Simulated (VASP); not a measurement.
# HCl in VASP: notebook

Runs on HCl. Level: PBE+D3(BJ). Tasks: single point.

Program: VASP 6.6.1. These are calculated values, not measurements. Logs are shortened: lines on timing, memory, paths and dates and some standing lists are left out, and cuts for length are marked.

## Step 1: The cell of the first run

The cell holds an amorphous packing of atoms, 20 atoms: a = 7.990 Å, b = 7.990 Å, c = 7.990 Å, α = 90.00°, β = 90.00°, γ = 90.00°.

## Step 2: Single point, PBE+D3(BJ)

File INCAR:

```
PREC = Accurate
ENCUT = 520
EDIFF = 1E-6
ISMEAR = -1
SIGMA = 0.02
LREAL = Auto
LASPH = T
NELM = 100
ALGO = Normal
ISIF = 2
LWAVE = F
LCHARG = F
GGA = PE
IVDW = 12
NBANDS = 56
```

File KPOINTS:

```
Automatic mesh
0
Gamma
  1 1 1
```

File POSCAR:

```
HCl
1.0
    7.9895700000      0.0000000000      0.0000000000
    0.0000000000      7.9895700000      0.0000000000
    0.0000000000      0.0000000000      7.9895700000
Cl H
10 10
Direct
    0.4521299567      0.1926926567      0.3469046545
    0.5083501688      0.7709119931      0.5507239838
    0.5774882264      0.4598617704      0.9409333507
    0.0971779014      0.9333649391      0.4392733928
    0.0474252368      0.5413962820      0.6851615158
    0.8177071667      0.8331416653      0.0357714939
    0.9188460839      0.2808968070      0.2562287255
    0.3010756592      0.8096791386      0.0650573806
    0.1594569646      0.1762846192      0.9002048790
    0.7639813997      0.1556395089      0.6824150100
    0.5733413496      0.2365761011      0.2489569429
    0.5166431367      0.9105269923      0.4687399645
    0.6585269984      0.3605205413      0.8377532204
    0.0055939472      1.0558913551      0.3753690315
   -0.0010978050      0.6885805206      0.6386118047
    0.7481511810      0.6937331555     -0.0108916918
    1.0043467257      0.2504958667      0.1178198393
    0.2230516038      0.8413341735      0.2065241717
    0.2084218357      0.0280931467      0.9583513535
    0.9030149627      0.1359161671      0.7668437767
```

Potentials or basis: VASP PAW PBE potentials, release 64 (Cl, H).

Started as:

```bash
$ cat potpaw_PBE.64/Cl/POTCAR potpaw_PBE.64/H/POTCAR > POTCAR
$ mpirun -np 1 vasp_gam > vasp.out
```

OUTCAR:

```text
PREC = Accurate
   ENCUT = 520
   EDIFF = 1E-6
   ISMEAR = -1
   LREAL = Auto
   LASPH = T
   NELM = 100
   ISIF = 2
   GGA = PE
   IVDW = 12
 IVDW          = 12

 ion  position               nearest neighbor table
   1  0.452  0.193  0.347-  11 1.29
   2  0.508  0.771  0.551-  12 1.30
   3  0.577  0.460  0.941-  13 1.31
   4  0.097  0.933  0.439-  14 1.32
   5  0.047  0.541  0.685-  15 1.29
   6  0.818  0.833  0.036-  16 1.30
[... 12 lines left out ...]
  19  0.208  0.028  0.958-   9 1.33
  20  0.903  0.136  0.767-  10 1.31

  LATTYP: Found a simple cubic cell.
 ALAT       =     7.9895700000

  Lattice vectors:

 A1 = (   7.9895700000,   0.0000000000,   0.0000000000)
 A2 = (   0.0000000000,   7.9895700000,   0.0000000000)
 A3 = (   0.0000000000,   0.0000000000,   7.9895700000)

Analysis of symmetry for initial positions (statically):
=====================================================================
 Subroutine PRICEL returns:
 Original cell was already a primitive cell.

 Routine SETGRP: Setting up the symmetry group for a
 simple cubic supercell.

 Subroutine GETGRP returns: Found  1 space group operations
 (whereof  1 operations were pure point group operations)
 out of a pool of 48 trial point group operations.

The static configuration has the point symmetry C_1 .

Analysis of symmetry for dynamics (positions and initial velocities):
=====================================================================
 Subroutine PRICEL returns:
 Original cell was already a primitive cell.

 Routine SETGRP: Setting up the symmetry group for a
 simple cubic supercell.

 Subroutine GETGRP returns: Found  1 space group operations
 (whereof  1 operations were pure point group operations)
 out of a pool of 48 trial point group operations.

The dynamic configuration has the point symmetry C_1 .

 Subroutine INISYM returns: Found  1 space group operations
 (whereof  1 operations are pure point group operations),
 and found     1 'primitive' translations

----------------------------------------------------------------------------------------

                                     Primitive cell

  volume of cell :     510.0000

  direct lattice vectors                    reciprocal lattice vectors
     7.989570000  0.000000000  0.000000000     0.125163181  0.000000000  0.000000000
     0.000000000  7.989570000  0.000000000     0.000000000  0.125163181  0.000000000
     0.000000000  0.000000000  7.989570000     0.000000000  0.000000000  0.125163181

  length of vectors
     7.989570000  7.989570000  7.989570000     0.125163181  0.125163181  0.125163181

  position of ions in fractional coordinates (direct lattice)
     0.452129957  0.192692657  0.346904655
     0.508350169  0.770911993  0.550723984
     0.577488226  0.459861770  0.940933351
     0.097177901  0.933364939  0.439273393
     0.047425237  0.541396282  0.685161516
     0.817707167  0.833141665  0.035771494
[... 12 lines left out ...]
     0.208421836  0.028093147  0.958351353
     0.903014963  0.135916167  0.766843777

  ion indices of the primitive-cell ions
   primitive index   ion index
                 1           1
                 2           2
                 3           3
                 4           4
                 5           5
                 6           6
[... 12 lines left out ...]
                19          19
                20          20

----------------------------------------------------------------------------------------

 KPOINTS: Automatic mesh

Automatic generation of k-mesh.
 Grid dimensions read from file:
 generate k-points for:    1    1    1

 Generating k-lattice:

  Cartesian coordinates                     Fractional coordinates (reciprocal lattice)
     0.125163181  0.000000000  0.000000000     1.000000000  0.000000000  0.000000000
     0.000000000  0.125163181  0.000000000     0.000000000  1.000000000  0.000000000
     0.000000000  0.000000000  0.125163181     0.000000000  0.000000000  1.000000000

  Length of vectors
     0.125163181  0.125163181  0.125163181

  Shift w.r.t. Gamma in fractional coordinates (k-lattice)
     0.000000000  0.000000000  0.000000000

 Subroutine IBZKPT returns following result:
 ===========================================

 Found      1 irreducible k-points:

 Following reciprocal coordinates:
            Coordinates               Weight
  0.000000  0.000000  0.000000      1.000000
   k-points           NKPTS =      1   k-points in BZ     NKDIM =      1   number of bands    NBANDS=     56
   number of dos      NEDOS =    301   number of ions     NIONS =     20
   total plane-waves  NPLWV = 216000
   dimension x,y,z NGX =    60 NGY =   60 NGZ =   60
   dimension x,y,z NGXF=   120 NGYF=  120 NGZF=  120
   ions per type =              10  10
   NGX,Y,Z   is equivalent  to a cutoff of  12.48, 12.48, 12.48 a.u.
   NGXF,Y,Z  is equivalent  to a cutoff of  24.97, 24.97, 24.97 a.u.
 SYSTEM =  unknown system
   PREC   = accura    normal or accurate (medium, high low for compatibility)
   ISTART =      0    job   : 0-new  1-cont  2-samecut
   ICHARG =      2    charge: 1-file 2-atom 10-const
   ISPIN  =      1    spin polarized calculation?
   LNONCOLLINEAR =      F non collinear calculations
   LSORBIT =      F    spin-orbit coupling
   LASPH  =      T    aspherical Exc in radial PAW
   ENCUT  =  520.0 eV  38.22 Ry    6.18 a.u.  14.86 14.86 14.86*2*pi/ulx,y,z
   NELM   =    100;   NELMIN=  2; NELMDL= -5     # of ELM steps
   EDIFF  = 0.1E-05   stopping-criterion for ELM
   LREAL  =      T    real-space projection
   EDIFFG = 0.1E-04   stopping-criterion for IOM
   NSW    =      0    number of steps for IOM
   IBRION =     -1    ionic relax: 0-MD 1-quasi-New 2-CG
   NFREE  =      0    steps in history (QN), initial steepest desc. (CG)
   ISIF   =      2    stress and relaxation
   ISYM   =      2    0-nonsym 1-usesym 2-fastsym
   POTIM  = 0.5000    time-step for ionic-motion
   TEBEG  =    0.0;   TEEND  =   0.0 temperature during run
   PSTRESS=    0.0 pullay stress
   NELECT =      80.0000    total number of electrons
   NUPDOWN=      -1.0000    fix difference up-down
   EMIN   =  10.00;   EMAX   =-10.00  energy-range for DOS
   EFERMI =   0.00;   METHOD = LEGACY
   ISMEAR =    -1;   SIGMA  =   0.02  broadening in eV -4-tet -1-fermi 0-gaus
   EFERMI_NEDOS =   21; number of points for ismear=-14 and -15
   IALGO  =     38    algorithm
   IMIX   =      4    mixing-type and parameters
     AMIX     =   0.40;   BMIX     =  1.00
     AMIX_MAG =   1.60;   BMIX_MAG =  1.00
  volume/ion in A,a.u.               =      25.50       172.08
  Fermi-wavevector in a.u.,A,eV,Ry     =   0.882907  1.668452 10.606068  0.779524
  Thomas-Fermi vector in A             =   2.003601
   LORBIT       =      0    0 simple, 1 ext, 2 COOP (PROOUT), +10 PAW based schemes
   GGA     = PE    functional components
   LHFCALC =     F    Hartree Fock is set to
   AEXX    =    0.0000 exact exchange contribution
   IVDW    =    12    specifies the selected vdW correction
   LEPSILON=     F    determine dielectric tensor
   LRPA    =     F    only Hartree local field effects (RPA)
 non-spin polarized calculation
  energy-cutoff  :      520.00
  volume of cell :      510.00
 maximum number of plane-waves:      6807
 NGX is ok and might be reduce to    60
   NGX = 29   NGY = 29   NGZ = 29

 number of electron      79.9999990 magnetization

 Free energy of the ion-electron system (eV)
  ---------------------------------------------------
  ext. energy  EPLUGINS =         0.00000000
  ---------------------------------------------------
  free energy    TOTEN  =       -61.97559425 eV

  energy without entropy =      -61.97559425  energy(sigma->0) =      -61.97559425

 E-fermi :  -3.0756     XC(G=0):  -6.0930

 val. band max:       -3.6177309534   @ k =   0.0000   0.0000   0.0000
 cond. band min:       1.8772894529   @ k =   0.0000   0.0000   0.0000
 fundamental gap:      5.4950204062
 Fermi energy:        -3.0755912157

 k-point     1 :       0.0000    0.0000    0.0000
  band No.  band energies     occupation
      1     -17.9947      2.00000
      2     -17.6877      2.00000
      3     -17.5825      2.00000
      4     -17.5499      2.00000
      5     -17.4148      2.00000
      6     -17.3129      2.00000
[... 44 lines left out ...]
     51       4.8205      0.00000
     52       4.9259      0.00000
 [bands above 52 left out]

------------------------ aborting loop because EDIFF is reached ----------------------------------------

 Edisp (eV)   -1.23654

 E8    (eV) :    -0.3671

  FORCE on cell =-STRESS in cart. coord.  units (eV):
  Direction    XX          YY          ZZ          XY          YZ          ZX
  --------------------------------------------------------------------------------------
  -------------------------------------------------------------------------------------
  Total      -0.29151    -0.97217    -1.26242     0.35301    -0.09424     0.34833
  in kB      -0.91578    -3.05411    -3.96592     1.10899    -0.29605     1.09430
  external pressure =       -2.65 kB  Pullay stress =        0.00 kB

 VOLUME and BASIS-vectors are now :
 -----------------------------------------------------------------------------
  energy-cutoff  :      520.00
  volume of cell :      510.00
      direct lattice vectors                 reciprocal lattice vectors
     7.989570000  0.000000000  0.000000000     0.125163181  0.000000000  0.000000000
     0.000000000  7.989570000  0.000000000     0.000000000  0.125163181  0.000000000
     0.000000000  0.000000000  7.989570000     0.000000000  0.000000000  0.125163181

 POSITION                                       TOTAL-FORCE (eV/Angst)
 -----------------------------------------------------------------------------------
      3.61232      1.53953      2.77162         0.052789      0.011630     -0.041409
      4.06150      6.15926      4.40005         0.014390      0.018069     -0.019350
      4.61388      3.67410      7.51765         0.063915     -0.088595     -0.075950
      0.77641      7.45718      3.50961        -0.111972      0.109330     -0.042863
      0.37891      4.32552      5.47415        -0.026990      0.106873     -0.030321
      6.53313      6.65644      0.28580        -0.006113      0.024062      0.012277
[... 12 lines left out ...]
      1.66520      0.22445      7.65682         0.004021     -0.002374      0.010099
      7.21470      1.08591      6.12675        -0.168039      0.029327     -0.111567
 -----------------------------------------------------------------------------------
    total drift:                               -0.002936      0.002022     -0.001593

  FREE ENERGIE OF THE ION-ELECTRON SYSTEM (eV)
  ---------------------------------------------------
  free  energy   TOTEN  =       -63.2121323786 eV

  energy  without entropy=      -63.2121323786  energy(sigma->0) =      -63.21213238
```

Run time: 21 s. Hardware: 1 thread of AMD EPYC 9R45 (Zen 5), shared host; peak memory 0.42 GiB.

What came out:

```yaml
Free_energy: -63.2121 eV
Pressure: -0.3 GPa
Largest_force: 0.292 eV/Å
Band_gap_on_the_k_mesh: 5.50 eV
Dispersion_energy_per_atom: -0.062 eV
```

Forces in eV/Å, atoms in the order of the input:
```
Cl   0.053  0.012 -0.041
Cl   0.014  0.018 -0.019
Cl   0.064 -0.089 -0.076
Cl  -0.112  0.109 -0.043
Cl  -0.027  0.107 -0.030
Cl  -0.006  0.024  0.012
Cl   0.104  0.013 -0.272
Cl  -0.079  0.017  0.144
Cl  -0.011 -0.004 -0.008
Cl   0.153 -0.022  0.092
H   -0.046 -0.018  0.028
H    0.010 -0.043  0.022
H   -0.067  0.087  0.104
H    0.159 -0.159  0.074
H    0.008 -0.096  0.024
H   -0.009 -0.005 -0.010
H   -0.118  0.035  0.243
H    0.075 -0.015 -0.141
H    0.004 -0.002  0.010
H   -0.168  0.029 -0.112
```

Stress tensor (GPa, compression positive):
```
-0.09  0.11  0.11
 0.11 -0.31 -0.03
 0.11 -0.03 -0.40
```

Caveat: the k points lie up to 0.79 Å⁻¹ apart.

## Step 3: Single point, PBE+D3(BJ)

File INCAR:

```
SYSTEM = HCl
PREC = Accurate
ENCUT = 520
EDIFF = 1E-6
ISMEAR = -1
SIGMA = 0.02
LREAL = Auto
LASPH = .TRUE.
NELM = 100
ALGO = Normal
ISIF = 2
LWAVE = .FALSE.
LCHARG = .FALSE.
GGA = PE
IVDW = 12
NBANDS = 56
```

File KPOINTS:

```
regular mesh
0
G
  1 1 1
  0 0 0
```

File POSCAR:

```
HCl
1.0
    7.9895700000      0.0000000000      0.0000000000
    0.0000000000      7.9895700000      0.0000000000
    0.0000000000      0.0000000000      7.9895700000
Cl H
10 10
Direct
    0.4290719025      0.1804102098      0.3442738470
    0.5214798794      0.7826203413      0.5433709198
    0.5735727955      0.4526901948      0.9489121442
    0.0956622196      0.9447817592      0.4618020745
    0.0613800242      0.5432582730      0.6970587904
    0.8230230163      0.8148498605      0.0428433570
    0.9133658007      0.2692009708      0.2507644341
    0.3113809629      0.8086417667      0.0533069990
    0.1722620867      0.1836018709      0.9026017671
    0.7876769338      0.1544263333      0.6801492446
    0.5835858501      0.1539006480      0.2995405260
    0.4354927737      0.9162070049      0.4946949586
    0.6244265962      0.3385413733      0.8558658351
    0.0072469482      0.9156062216      0.3341606620
    0.0029663674      0.6646540427      0.6051514662
    0.7910563397      0.6480073396      0.0253956095
    1.0122822630      0.2555832166      0.1237112886
    0.2749835098      0.8590199473      0.1986089364
    0.1966188418      0.0056073105      0.9458206136
    0.9360453692      0.1135855872      0.7393013642
```

Potentials or basis: VASP PAW PBE potentials, release 64 (Cl, H).

Started as:

```bash
$ cat potpaw_PBE.64/Cl/POTCAR potpaw_PBE.64/H/POTCAR > POTCAR
$ mpirun -np 1 vasp_gam > vasp.out
```

OUTCAR:

```text
SYSTEM = HCl
   PREC = Accurate
   ENCUT = 520
   EDIFF = 1E-6
   ISMEAR = -1
   LREAL = Auto
   LASPH = .TRUE.
   NELM = 100
   ISIF = 2
   GGA = PE
   IVDW = 12
 IVDW          = 12

 ion  position               nearest neighbor table
   1  0.429  0.180  0.344-  11 1.30
   2  0.521  0.783  0.543-  12 1.33
   3  0.574  0.453  0.949-  13 1.24
   4  0.096  0.945  0.462-  14 1.26
   5  0.061  0.543  0.697-  15 1.30
   6  0.823  0.815  0.043-  16 1.36
[... 12 lines left out ...]
  19  0.197  0.006  0.946-   9 1.48
  20  0.936  0.114  0.739-  10 1.32

  LATTYP: Found a simple cubic cell.
 ALAT       =     7.9895700000

  Lattice vectors:

 A1 = (   7.9895700000,   0.0000000000,   0.0000000000)
 A2 = (   0.0000000000,   7.9895700000,   0.0000000000)
 A3 = (   0.0000000000,   0.0000000000,   7.9895700000)

Analysis of symmetry for initial positions (statically):
=====================================================================
 Subroutine PRICEL returns:
 Original cell was already a primitive cell.

 Routine SETGRP: Setting up the symmetry group for a
[... 186 lines left out ...]

 k-point     1 :       0.0000    0.0000    0.0000
  band No.  band energies     occupation
      1     -18.2688      2.00000
      2     -17.9950      2.00000
      3     -17.5042      2.00000
      4     -17.4529      2.00000
      5     -17.2770      2.00000
      6     -17.0964      2.00000
[... 44 lines left out ...]
     51       4.6817      0.00000
     52       5.0064      0.00000
 [bands above 52 left out]

------------------------ aborting loop because EDIFF is reached ----------------------------------------

 Edisp (eV)   -1.24290

 E8    (eV) :    -0.3697

  FORCE on cell =-STRESS in cart. coord.  units (eV):
  Direction    XX          YY          ZZ          XY          YZ          ZX
  --------------------------------------------------------------------------------------
  -------------------------------------------------------------------------------------
  Total       0.38530    -4.68067     1.96402     0.05433     1.96910    -0.99492
  in kB       1.21044   -14.70444     6.17001     0.17067     6.18597    -3.12557
  external pressure =       -2.44 kB  Pullay stress =        0.00 kB

 VOLUME and BASIS-vectors are now :
 -----------------------------------------------------------------------------
  energy-cutoff  :      520.00
  volume of cell :      510.00
      direct lattice vectors                 reciprocal lattice vectors
     7.989570000  0.000000000  0.000000000     0.125163181  0.000000000  0.000000000
     0.000000000  7.989570000  0.000000000     0.000000000  0.125163181  0.000000000
     0.000000000  0.000000000  7.989570000     0.000000000  0.000000000  0.125163181

 POSITION                                       TOTAL-FORCE (eV/Angst)
 -----------------------------------------------------------------------------------
      3.42810      1.44140      2.75060         0.429999     -0.040918     -0.084628
      4.16640      6.25280      4.34130        -0.467833      0.573437     -0.197969
      4.58260      3.61680      7.58140        -0.611458      1.233198      1.021819
      0.76430      7.54840      3.68960         0.562884     -0.156930      0.637723
      0.49040      4.34040      5.56920        -0.151910      0.295466     -0.213330
      6.57560      6.51030      0.34230        -0.213583     -1.410438     -0.047617
[... 12 lines left out ...]
      1.57090      0.04480      7.55670        -0.023793      2.104917     -0.295569
      7.47860      0.90750      5.90670        -0.492935      0.335254     -0.080356
 -----------------------------------------------------------------------------------
    total drift:                               -0.003185      0.000010     -0.001724

  FREE ENERGIE OF THE ION-ELECTRON SYSTEM (eV)
  ---------------------------------------------------
  free  energy   TOTEN  =       -62.4146589398 eV

  energy  without entropy=      -62.4146589398  energy(sigma->0) =      -62.41465894
```

stdout:

```text
POSCAR found type information on POSCAR ClH
 POSCAR found :  2 types and      20 ions
 scaLAPACK will be used
 LDA part: xc-table for (Slater+PW92), standard interpolation
 POSCAR, INCAR and KPOINTS ok, starting setup
 FFT: planning ... GRIDC
 FFT: planning ... GRID_SOFT
 FFT: planning ... GRID
 WAVECAR not read
 entering main loop
```

It took 20 s on 1 thread of AMD EPYC 9R45 (Zen 5), shared host; peak memory 0.42 GiB.

What came out:

```
Free energy                : -62.4147 eV
Pressure                   : -0.2 GPa
Largest force              : 2.303 eV/Å
Band gap on the k mesh     : 5.15 eV
Dispersion energy per atom : -0.062 eV
```

Forces on the atoms (eV/Å):
```
Cl   0.430 -0.041 -0.085
Cl  -0.468  0.573 -0.198
Cl  -0.611  1.233  1.022
Cl   0.563 -0.157  0.638
Cl  -0.152  0.295 -0.213
Cl  -0.214 -1.410 -0.048
Cl  -0.249  0.212  0.240
Cl   0.117 -0.319 -1.005
Cl   0.220 -2.266  0.348
Cl   0.209 -0.202  0.134
H   -0.313  0.112  0.056
H    0.595 -0.641  0.229
H    0.702 -1.211 -0.979
H   -0.688 -0.122 -0.725
H    0.182 -0.253  0.236
H    0.224  1.498  0.103
H    0.154 -0.082 -0.317
H   -0.184  0.341  0.940
H   -0.024  2.105 -0.296
H   -0.493  0.335 -0.080
```

Levels at points of the mesh, in eV from the valence-band top:
| k point | band 38 | band 39 | band 40 | band 41 | band 42 | band 43 |
| --- | --- | --- | --- | --- | --- | --- |
| (0.00, 0.00, 0.00) | -0.25 | -0.19 | 0.00 | 5.15 | 5.98 | 6.45 |

Caveat: the k points lie up to 0.79 Å⁻¹ apart.
